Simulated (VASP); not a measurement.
# Si6C in VASP: notebook

The runs below take Si6C through single point, with PBE.

Program: VASP 6.6.1. These are calculated values, not measurements. Logs are shortened: lines on timing, memory, paths and dates and some standing lists are left out, and cuts for length are marked.

## 1. The cell of the first run

The cell holds a slab with vacuum, 7 atoms: a = 3.868 Å, b = 5.470 Å, c = 19.224 Å, α = 90.00°, β = 90.00°, γ = 90.00°.

## 2. Single point, PBE, collinear spin

INCAR reads:

```
PREC = Accurate
ENCUT = 520
EDIFF = 1E-6
ISMEAR = 0
SIGMA = 0.05
LREAL = False
LASPH = True
NELM = 150
ALGO = Normal
ISIF = 2
LWAVE = False
LCHARG = False
ISPIN = 2
MAGMOM = 0 0 0 0 0 0 2
LORBIT = 11
LDIPOL = True
IDIPOL = 3
DIPOL = 0.5 0.5 0.318
GGA = PE
NBANDS = 27
```

KPOINTS reads:

```
regular mesh
0
Gamma
  7 5 1
```

POSCAR reads:

```
Si6C
1.0
    3.8675355695      0.0000000000      0.0000000000
    0.0000000000      5.4695212554      0.0000000000
    0.0000000000      0.0000000000     19.2238421873
Si C
6 1
Direct
    0.5000000000      0.0000000000      0.2080749499
    0.0000000000      0.2500000000      0.2080749499
    0.0000000000      0.5024402184      0.3062861000
    0.5000000000      0.7475597816      0.3062861000
    0.5000000000      0.0098635014      0.4017845190
    0.0000000000      0.2401364986      0.4017845190
    0.8333333333      0.5098635014      0.3940181321
```

Potentials or basis: VASP PAW PBE potentials, release 64 (Si, C).

Run with:

```bash
> cat potpaw_PBE.64/Si/POTCAR potpaw_PBE.64/C/POTCAR > POTCAR
> mpirun -np 1 vasp_std > vasp.out
```

OUTCAR:

```text
PREC = Accurate
   ENCUT = 520
   EDIFF = 1E-6
   ISMEAR = 0
   LREAL = False
   LASPH = True
   NELM = 150
   ISIF = 2
   ISPIN = 2
   LORBIT = 11
   GGA = PE

 ion  position               nearest neighbor table
   1  0.500  0.000  0.208-   4 2.34   2 2.37   2 2.37
   2  0.000  0.250  0.208-   3 2.34   1 2.37   1 2.37
   3  0.000  0.502  0.306-   7 1.81   6 2.33   2 2.34   4 2.35   4 2.35
   4  0.500  0.748  0.306-   5 2.33   1 2.34   3 2.35   3 2.35   7 2.49
   5  0.500  0.010  0.402-   6 2.31   6 2.31   4 2.33
   6  0.000  0.240  0.402-   7 1.62   5 2.31   5 2.31   3 2.33
   7  0.833  0.510  0.394-   6 1.62   3 1.81   4 2.49

  LATTYP: Found a simple orthorhombic cell.
 ALAT       =     3.8675355695
 B/A-ratio  =     1.4142135624
 C/A-ratio  =     4.9705663573

  Lattice vectors:

 A1 = (   3.8675355695,   0.0000000000,   0.0000000000)
 A2 = (   0.0000000000,   5.4695212554,   0.0000000000)
 A3 = (   0.0000000000,   0.0000000000,  19.2238421873)

Analysis of symmetry for initial positions (statically):
=====================================================================
 Subroutine PRICEL returns:
 Original cell was already a primitive cell.

 Routine SETGRP: Setting up the symmetry group for a
 simple orthorhombic supercell.

 Subroutine GETGRP returns: Found  1 space group operations
 (whereof  1 operations were pure point group operations)
 out of a pool of  8 trial point group operations.

The static configuration has the point symmetry C_1 .

Analysis of symmetry for dynamics (positions and initial velocities):
=====================================================================
 Subroutine PRICEL returns:
 Original cell was already a primitive cell.

 Routine SETGRP: Setting up the symmetry group for a
 simple orthorhombic supercell.

 Subroutine GETGRP returns: Found  1 space group operations
 (whereof  1 operations were pure point group operations)
 out of a pool of  8 trial point group operations.

The dynamic configuration has the point symmetry C_1 .

Analysis of structural, dynamic, and magnetic symmetry:
=====================================================================
 Subroutine PRICEL returns:
 Original cell was already a primitive cell.

 Routine SETGRP: Setting up the symmetry group for a
 simple orthorhombic supercell.

 Subroutine GETGRP returns: Found  1 space group operations
 (whereof  1 operations were pure point group operations)
 out of a pool of  8 trial point group operations.

The overall configuration has the point symmetry C_1 .

 Subroutine INISYM returns: Found  1 space group operations
 (whereof  1 operations are pure point group operations),
 and found     1 'primitive' translations

----------------------------------------------------------------------------------------

                                     Primitive cell

  volume of cell :     406.6529

  direct lattice vectors                    reciprocal lattice vectors
     3.867535570  0.000000000  0.000000000     0.258562586  0.000000000  0.000000000
     0.000000000  5.469521255  0.000000000     0.000000000  0.182831358  0.000000000
     0.000000000  0.000000000 19.223842187     0.000000000  0.000000000  0.052018737

  length of vectors
     3.867535570  5.469521255 19.223842187     0.258562586  0.182831358  0.052018737

  position of ions in fractional coordinates (direct lattice)
     0.500000000  0.000000000  0.208074950
     0.000000000  0.250000000  0.208074950
     0.000000000  0.502440218  0.306286100
     0.500000000  0.747559782  0.306286100
     0.500000000  0.009863501  0.401784519
     0.000000000  0.240136499  0.401784519
     0.833333333  0.509863501  0.394018132

  ion indices of the primitive-cell ions
   primitive index   ion index
                 1           1
                 2           2
                 3           3
                 4           4
                 5           5
                 6           6
                 7           7

----------------------------------------------------------------------------------------

 KPOINTS: regular mesh

Automatic generation of k-mesh.
 Grid dimensions read from file:
 generate k-points for:    7    5    1

 Generating k-lattice:

  Cartesian coordinates                     Fractional coordinates (reciprocal lattice)
     0.036937512  0.000000000  0.000000000     0.142857143  0.000000000  0.000000000
     0.000000000  0.036566272  0.000000000     0.000000000  0.200000000  0.000000000
     0.000000000  0.000000000  0.052018737     0.000000000  0.000000000  1.000000000

  Length of vectors
     0.036937512  0.036566272  0.052018737

  Shift w.r.t. Gamma in fractional coordinates (k-lattice)
     0.000000000  0.000000000  0.000000000

 Subroutine IBZKPT returns following result:
 ===========================================

 Found     18 irreducible k-points:

 Following reciprocal coordinates:
            Coordinates               Weight
  0.000000  0.000000  0.000000      1.000000
  0.142857  0.000000  0.000000      2.000000
  0.285714  0.000000  0.000000      2.000000
  0.428571  0.000000  0.000000      2.000000
  0.000000  0.200000  0.000000      2.000000
  0.142857  0.200000  0.000000      2.000000
[... 10 lines left out ...]
  0.428571  0.400000  0.000000      2.000000
  0.428571 -0.400000  0.000000      2.000000
   k-points           NKPTS =     18   k-points in BZ     NKDIM =     18   number of bands    NBANDS=     27
   number of dos      NEDOS =    301   number of ions     NIONS =      7
   total plane-waves  NPLWV = 181440
   dimension x,y,z NGX =    30 NGY =   42 NGZ =  144
   dimension x,y,z NGXF=    60 NGYF=   84 NGZF=  288
   ions per type =               6   1
   NGX,Y,Z   is equivalent  to a cutoff of  12.90, 12.77, 12.45 a.u.
   NGXF,Y,Z  is equivalent  to a cutoff of  25.79, 25.53, 24.91 a.u.
 SYSTEM =  unknown system
   PREC   = accura    normal or accurate (medium, high low for compatibility)
   ISTART =      0    job   : 0-new  1-cont  2-samecut
   ICHARG =      2    charge: 1-file 2-atom 10-const
   ISPIN  =      2    spin polarized calculation?
   LNONCOLLINEAR =      F non collinear calculations
   LSORBIT =      F    spin-orbit coupling
   LASPH  =      T    aspherical Exc in radial PAW
   ENCUT  =  520.0 eV  38.22 Ry    6.18 a.u.   7.19 10.17 35.74*2*pi/ulx,y,z
   NELM   =    150;   NELMIN=  2; NELMDL= -5     # of ELM steps
   EDIFF  = 0.1E-05   stopping-criterion for ELM
   LREAL  =      F    real-space projection
   EDIFFG = 0.1E-04   stopping-criterion for IOM
   NSW    =      0    number of steps for IOM
   IBRION =     -1    ionic relax: 0-MD 1-quasi-New 2-CG
   NFREE  =      0    steps in history (QN), initial steepest desc. (CG)
   ISIF   =      2    stress and relaxation
   ISYM   =      2    0-nonsym 1-usesym 2-fastsym
   POTIM  = 0.5000    time-step for ionic-motion
   TEBEG  =    0.0;   TEEND  =   0.0 temperature during run
   PSTRESS=    0.0 pullay stress
   NELECT =      28.0000    total number of electrons
   NUPDOWN=      -1.0000    fix difference up-down
   EMIN   =  10.00;   EMAX   =-10.00  energy-range for DOS
   EFERMI =   0.00;   METHOD = LEGACY
   ISMEAR =     0;   SIGMA  =   0.05  broadening in eV -4-tet -1-fermi 0-gaus
   EFERMI_NEDOS =   21; number of points for ismear=-14 and -15
   IALGO  =     38    algorithm
   IMIX   =      4    mixing-type and parameters
     AMIX     =   0.40;   BMIX     =  1.00
     AMIX_MAG =   1.60;   BMIX_MAG =  1.00
  volume/ion in A,a.u.               =      58.09       392.03
  Fermi-wavevector in a.u.,A,eV,Ry     =   0.670995  1.267998  6.125817  0.450235
  Thomas-Fermi vector in A             =   1.746681
   LORBIT       =     11    0 simple, 1 ext, 2 COOP (PROOUT), +10 PAW based schemes
   GGA     = PE    functional components
   LHFCALC =     F    Hartree Fock is set to
   AEXX    =    0.0000 exact exchange contribution
   IVDW    =     0    specifies the selected vdW correction
   LEPSILON=     F    determine dielectric tensor
   LRPA    =     F    only Hartree local field effects (RPA)
 spin polarized calculation
 Gauss-broadening in eV      SIGMA  =   0.05
  energy-cutoff  :      520.00
  volume of cell :      406.65
 maximum number of plane-waves:     10975
 NGX is ok and might be reduce to    30
   NGX = 15   NGY = 21   NGZ = 71

 dipolmoment           0.000000      0.000000      0.098975 electrons x Angstroem

 number of electron      27.9999998 magnetization       0.0001340

 dipolmoment           0.000000      0.000000     -0.024900 electrons x Angstroem

 Free energy of the ion-electron system (eV)
  ---------------------------------------------------
  ext. energy  EPLUGINS =         0.00000000
  ---------------------------------------------------
  free energy    TOTEN  =       -33.72123000 eV

  energy without entropy =      -33.71902509  energy(sigma->0) =      -33.72012754

 E-fermi :  -1.5217     XC(G=0):  -3.7669

 val. band max:       -1.5726577769   @ k =   0.0000   0.2000   0.0000
 cond. band min:      -1.4856805764   @ k =   0.4286  -0.4000   0.0000
 fundamental gap:      0.0869772006
 Fermi energy:        -1.5216705405

 spin component 1

 k-point     1 :       0.0000    0.0000    0.0000
  band No.  band energies     occupation
      1     -15.2624      1.00000
      2     -11.7989      1.00000
      3     -10.5136      1.00000
      4      -9.8819      1.00000
      5      -7.8591      1.00000
      6      -6.3959      1.00000
[... 18 lines left out ...]
     25       3.4532      0.00000
     26       3.8541      0.00000

 k-point     2 :       0.1429    0.0000    0.0000
  band No.  band energies     occupation
      1     -15.1745      1.00000
      2     -11.6618      1.00000
      3     -10.4165      1.00000
      4      -9.7562      1.00000
      5      -7.9117      1.00000
      6      -6.4449      1.00000
[... 456 lines left out ...]
 k-point    18 :       0.4286   -0.4000    0.0000
  band No.  band energies     occupation
      1     -14.6950      1.00000
      2     -10.9020      1.00000
      3      -9.7968      1.00000
      4      -9.0884      1.00000
      5      -8.6625      1.00000
      6      -8.3259      1.00000
[... 18 lines left out ...]
     25       4.4095      0.00000
     26       4.9592      0.00000
 Fermi energy:        -1.5216705405

 spin component 2

 k-point     1 :       0.0000    0.0000    0.0000
  band No.  band energies     occupation
      1     -15.2624      1.00000
      2     -11.7988      1.00000
      3     -10.5136      1.00000
      4      -9.8818      1.00000
      5      -7.8591      1.00000
      6      -6.3959      1.00000
[... 18 lines left out ...]
     25       3.4567      0.00000
     26       3.8706      0.00000

 k-point     2 :       0.1429    0.0000    0.0000
  band No.  band energies     occupation
      1     -15.1745      1.00000
      2     -11.6618      1.00000
      3     -10.4165      1.00000
      4      -9.7562      1.00000
      5      -7.9117      1.00000
      6      -6.4449      1.00000
[... 456 lines left out ...]
 k-point    18 :       0.4286   -0.4000    0.0000
  band No.  band energies     occupation
      1     -14.6950      1.00000
      2     -10.9020      1.00000
      3      -9.7968      1.00000
      4      -9.0884      1.00000
      5      -8.6624      1.00000
      6      -8.3259      1.00000
[... 18 lines left out ...]
     25       4.4095      0.00000
     26       4.9608      0.00000
 [bands above 26 left out]

------------------------ aborting loop because EDIFF is reached ----------------------------------------

 vacuum level on the upper side and lower side of the slab       (xc-potential included)        -0.177         0.110

  FORCE on cell =-STRESS in cart. coord.  units (eV):
  Direction    XX          YY          ZZ          XY          YZ          ZX
  --------------------------------------------------------------------------------------
  -------------------------------------------------------------------------------------
  Total        1.2280492      8.6431866      3.7609965     -1.6342408     -3.3094457     -0.9531621
  in kB        4.8384086     34.0534134     14.8180035     -6.4387683    -13.0389320     -3.7553770
  external PRESSURE =      17.9032751 kB  Pullay stress =       0.0000000 kB

 VOLUME and BASIS-vectors are now :
 -----------------------------------------------------------------------------
  energy-cutoff  :      520.00
  volume of cell :      406.65
      direct lattice vectors                 reciprocal lattice vectors
     3.867535570  0.000000000  0.000000000     0.258562586  0.000000000  0.000000000
     0.000000000  5.469521255  0.000000000     0.000000000  0.182831358  0.000000000
     0.000000000  0.000000000 19.223842187     0.000000000  0.000000000  0.052018737

 POSITION                                       TOTAL-FORCE (eV/Angst)
 -----------------------------------------------------------------------------------
      1.93377      0.00000      4.00000         0.123875      0.998191     -0.243686
      0.00000      1.36738      4.00000        -0.040466     -0.731720      0.088648
      0.00000      2.74811      5.88800         0.737616      1.338083     -1.971558
      1.93377      4.08879      5.88800        -0.186090     -0.472730      0.228526
      1.93377      0.05395      7.72384         0.443365     -0.773149      0.272978
      0.00000      1.31343      7.72384         1.399610     -5.238354      1.621358
      3.22295      2.78871      7.57454        -2.477911      4.879679      0.003734
 -----------------------------------------------------------------------------------
    total drift:                                0.000036     -0.000092     -0.000018

  FREE ENERGIE OF THE ION-ELECTRON SYSTEM (eV)
  ---------------------------------------------------
  free  energy   TOTEN  =       -33.7212299997 eV

  energy  without entropy=      -33.7190250853  energy(sigma->0) =      -33.72012754

 vacuum level on the upper side and lower side of the slab         3.025         3.253

 total charge

# of ion       s       p       d       tot
------------------------------------------
    1        0.821   0.807   0.000   1.628
    2        0.805   0.827   0.000   1.633
    3        0.751   0.961   0.000   1.712
    4        0.786   0.861   0.000   1.647
    5        0.822   0.833   0.000   1.655
    6        0.792   1.010   0.000   1.802
    7        0.934   1.493   0.000   2.428
--------------------------------------------------
tot          5.712   6.793   0.000  12.505

 magnetization (x)

# of ion       s       p       d       tot
------------------------------------------
    1       -0.000  -0.000   0.000  -0.000
    2        0.000   0.000   0.000   0.000
    3        0.000   0.000   0.000   0.000
    4       -0.000   0.000   0.000   0.000
    5        0.000  -0.000   0.000  -0.000
    6       -0.000  -0.000   0.000  -0.000
    7       -0.000  -0.000   0.000  -0.000
--------------------------------------------------
tot          0.000   0.000   0.000   0.000
```

Wall time 11 min (1 thread of Intel Xeon Platinum 8488C (Sapphire Rapids), shared host); peak memory 0.75 GiB.

Results:

```yaml
Free_energy: -33.7212 eV
Largest_force: 5.659 eV/Å
Band_gap_on_the_k_mesh: zero (filled and empty bands overlap)
Net_moment: 0.00 μB per cell
Valence_electrons_inside_the_program's_atomic_spheres: Si 1.63, 1.71, 1.65, 1.66, 1.80 (each value once); C 2.43
```

Forces on the atoms (eV/Å):
```
Si   0.124  0.998 -0.244
Si  -0.040 -0.732  0.089
Si   0.738  1.338 -1.972
Si  -0.186 -0.473  0.229
Si   0.443 -0.773  0.273
Si   1.400 -5.238  1.621
C   -2.478  4.880  0.004
```

[end of part 1 of 2]
